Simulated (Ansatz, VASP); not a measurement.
# SiC2 in VASP and in Ansatz

The input INCAR:

```
ALGO = Normal
EDIFF = 1E-7
ENCUT = 520
GGA = PE
ISIF = 2
ISMEAR = 0
ISPIN = 2
LASPH = True
LCHARG = False
LORBIT = 11
LREAL = False
LWAVE = False
MAGMOM = 0 0 1 1 1 1
NBANDS = 25
NELM = 150
PREC = Accurate
SIGMA = 0.1
```

The input KPOINTS:

```
k-points
0
Gamma
  6 6 2
```

The input POSCAR:

```
SiC2
1.0
    2.7060274458      0.0000000000      0.0000000000
   -1.3530137229      2.3434885114      0.0000000000
    0.0000000000      0.0000000000      7.8074644507
Si C
2 4
Direct
    0.6666666667      0.3333333333      0.8413823944
    0.6666666667      0.3333333333      0.1586176056
    0.3333333333      0.6666666667      0.6288216254
    0.3333333333      0.6666666667      0.0000000000
    0.3333333333      0.6666666667      0.3711783746
    0.6666666667      0.3333333333      0.5000000000
```

Input for Ansatz:

```yaml
crystal:
  lattice:
    - [2.7060274458, 0.0, 0.0]
    - [-1.3530137229, 2.3434885114, 0.0]
    - [0.0, 0.0, 7.8074644507]
  atoms:
    - { symbol: Si, position: [0.6666666667, 0.3333333333, 0.8413823944] }
    - { symbol: Si, position: [0.6666666667, 0.3333333333, 0.1586176056] }
    - { symbol: C, position: [0.3333333333, 0.6666666667, 0.6288216254], spin: 1.0 }
    - { symbol: C, position: [0.3333333333, 0.6666666667, 0.0], spin: 1.0 }
    - { symbol: C, position: [0.3333333333, 0.6666666667, 0.3711783746], spin: 1.0 }
    - { symbol: C, position: [0.6666666667, 0.3333333333, 0.5], spin: 1.0 }
basis:
  ecutwfc: 420
kpoints:
  mp_grid: { grid: [6, 6, 2] }
hamiltonian:
  xc: pbe
scf:
  occupations: { method: gaussian, width: 0.1 }
  lower_state_search: "off"
output:
  forces: true
  stress: true
  eigenvalues: true
  populations: true
magnetization:
  spin_polarized: true
```

Alike in both runs: task single point; functional PBE; k mesh 6 × 6 × 2; occupations gaussian, width 0.1 eV; collinear spin.

```csv
,VASP,Ansatz
version,VASP 6.6.1,Ansatz 0.2.0
potentials or method,"VASP PAW PBE potentials, release 64 (Si, C), cutoff 520 eV","scalar-relativistic, plane waves, PAW"
valence electrons in the cell,24,24
```

|  | VASP | Ansatz | Ansatz less VASP |
| --- | --- | --- | --- |
| gap on the k mesh at the Fermi level (eV) | none | none | - |
| pressure (GPa) | 0.0 | -0.1 | -0.11 |
| rms of the force components (eV/Å) | 0.004 | 0.005 | +0.0006 |
| net moment per atom (μB) | 0.00 | 0.00 | 0.000 |

Atom by atom the forces differ by 0.003 eV/Å (rms over components). A gap of «none» marks a metal or a gap that the smearing closes. Ansatz's warnings: seeded moment not kept.

The k mesh is coarse, so the values compare programs but aren't converged.
